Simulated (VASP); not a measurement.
Input of a VASP 6.6.1 run:

Contents of INCAR:

```
SYSTEM = InSe
ALGO = Normal
DIPOL = 0.5 0.5 0.408
EDIFF = 1E-6
ENCUT = 520
GGA = PE
IDIPOL = 3
ISIF = 2
ISMEAR = 0
IVDW = 12
LASPH = .True.
LCHARG = .False.
LDIPOL = .True.
LREAL = .False.
LWAVE = .False.
NBANDS = 48
NELM = 100
PREC = Accurate
SIGMA = 0.05
```

File KPOINTS:

```
k-points
0
Gamma
  9 9 1
  0 0 0
```

Contents of POSCAR:

```
InSe
1.0
    4.0266103640      0.0000000000      0.0000000000
   -2.0133051820      3.4871468663      0.0000000000
    0.0000000000      0.0000000000     28.2707108021
Se In
4 4
Direct
    0.0000000000      0.0000000000      0.1591753399
    0.0000000000      0.0000000000      0.3496677346
    0.2222222222      0.8888888889      0.4667500401
    0.2222222222      0.8888888889      0.6572424348
    0.6666666667      0.3333333333      0.2049979895
    0.6666666667      0.3333333333      0.3038451603
    0.8888888889      1.2222222222      0.5125726897
    0.8888888889      1.2222222222      0.6114198605
```

Potentials or basis: VASP PAW PBE potentials, release 64 (Se, In_d).

Command:

```console
$ cat potpaw_PBE.64/Se/POTCAR potpaw_PBE.64/In_d/POTCAR > POTCAR
$ mpirun -np 1 vasp_std > vasp.out
```

(1) What does it give for the dispersion energy per atom?

(2) Estimate the band gap on the k mesh.

Results:

(1) -0.253 eV.

(2) 1.08 eV (least direct gap 1.14 eV).

Caveat: the cell differs from its parent crystal (layers slid over each other); spin-orbit coupling is left out, which moves the levels of the heavy elements.
